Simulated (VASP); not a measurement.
Input of a VASP 6.6.1 run:

INCAR

```
SYSTEM = Al2Cu
ALGO = Normal ; EDIFF = 1E-7
ENCUT = 520 ; GGA = PE
ISIF = 2 ; ISMEAR = 0
LASPH = .TRUE. ; LCHARG = .FALSE.
LREAL = .FALSE. ; LWAVE = .FALSE.
NBANDS = 26 ; NELM = 100
PREC = Accurate ; SIGMA = 0.2
```

File KPOINTS:

```
k-points
0
G
  8 4 4
  0 0 0
```

Contents of POSCAR:

```
Al2Cu
1.0
    1.4332487883     -2.4824597212      0.0000000000
   -4.2997463649     -2.4824597212      0.0000000000
    0.0000000000      0.0000000000     -6.2270225850
Al Cu
4 2
Direct
    0.5000000000      0.8333333333      0.8159859849
    1.0000000000      0.3333333333      0.8159859849
    1.0000000000      0.6666666667      0.1840140151
    0.5000000000      0.1666666667      0.1840140151
    0.5000000000      0.5000000000      0.5000000000
    0.0000000000      1.0000000000      0.5000000000
```

Potentials or basis: VASP PAW PBE potentials, release 64 (Al, Cu).

The run is started by

```sh
$ cat potpaw_PBE.64/Al/POTCAR potpaw_PBE.64/Cu/POTCAR > POTCAR
$ mpirun -np 1 vasp_std > vasp.out
```

Estimate the band gap on the k mesh.

zero (bands 17 and 18 overlap by 4.28 eV).

Estimate the pressure.

0.1 GPa.

Forces on the atoms (eV/Å):
```
Al  -0.005 -0.003 -0.106
Al  -0.005 -0.003 -0.106
Al   0.005  0.003  0.106
Al   0.005  0.003  0.106
Cu   0.000  0.000  0.000
Cu   0.000  0.000  0.000
```
